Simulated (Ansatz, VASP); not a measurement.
## CsCl: VASP beside Ansatz

INCAR

```
PREC = Accurate
ENCUT = 500
EDIFF = 1E-6
ISMEAR = -1
SIGMA = 0.03
LREAL = F
LASPH = T
NELM = 120
ALGO = Normal
ISIF = 2
LWAVE = F
LCHARG = T
GGA = PS
LELF = T
LVHAR = T
NBANDS = 15
GGA_COMPAT = F
```

KPOINTS

```
Automatic mesh
0
Gamma
  6 6 6
```

POSCAR

```
CsCl
1.0
    4.1230000000     -0.0206150000     -0.0206150000
   -0.0206150000      4.1230000000     -0.0206150000
   -0.0206150000     -0.0206150000      4.1230000000
Cs Cl
1 1
Direct
    0.0000000000      0.0000000000      0.0000000000
    0.5000000000      0.5000000000      0.5000000000
```

Input for Ansatz:

```yaml
crystal:
  lattice:
    - [4.123, -0.020615, -0.020615]
    - [-0.020615, 4.123, -0.020615]
    - [-0.020615, -0.020615, 4.123]
  atoms:
    - { symbol: Cs, position: [0.0, 0.0, 0.0] }
    - { symbol: Cl, position: [0.5, 0.5, 0.5] }
kpoints:
  mp_grid: { grid: [6, 6, 6] }
  band_path:
    path:
      - [0.0, 0.0, 0.0]
      - [0.5, 0.0, 0.0]
      - [0.5, -0.5, 0.5]
      - [0.4901240068, -0.5098759932, 0.4901240068]
      - [0.4901240068, 0.4901240068, 0.4901240068]
      - [0.0, 0.0, 0.0]
      - [0.5, -0.5, 0.0]
    npoints: 5
scf:
  occupations: { method: fermi_dirac, width: 0.03 }
hamiltonian:
  xc: pbesol
  pseudopotentials: { kind: all_electron, lapw: { basis_error: 0.001 } }
output:
  forces: true
  stress: true
  eigenvalues: true
```

Change from the starting cell: equal xy, yz and zx shear strains of -1 %.

Alike in both runs: task single point; functional PBEsol; k mesh 6 × 6 × 6; occupations fermi-dirac, width 0.03 eV; no spin polarisation.

```csv
,VASP,Ansatz
version,VASP 6.6.1,Ansatz 0.2.0
potentials or method,"VASP PAW PBE potentials, release 64 (Cs_sv, Cl), cutoff 500 eV","all-electron LAPW, scalar-relativistic"
```

|  | VASP | Ansatz | Ansatz less VASP |
| --- | --- | --- | --- |
| gap on the k mesh at the Fermi level (eV) | 5.04 | 5.05 | +0.012 |
| pressure (GPa) | -0.6 | -0.7 | -0.02 |
| traceless stress, the component that is largest in VASP (GPa) | 0.07 | 0.07 | -0.003 |

VASP's potentials were made for PBE, not for PBEsol. Ansatz ran all-electron here, and VASP with PAW potentials.

Neither program's run includes spin-orbit coupling.
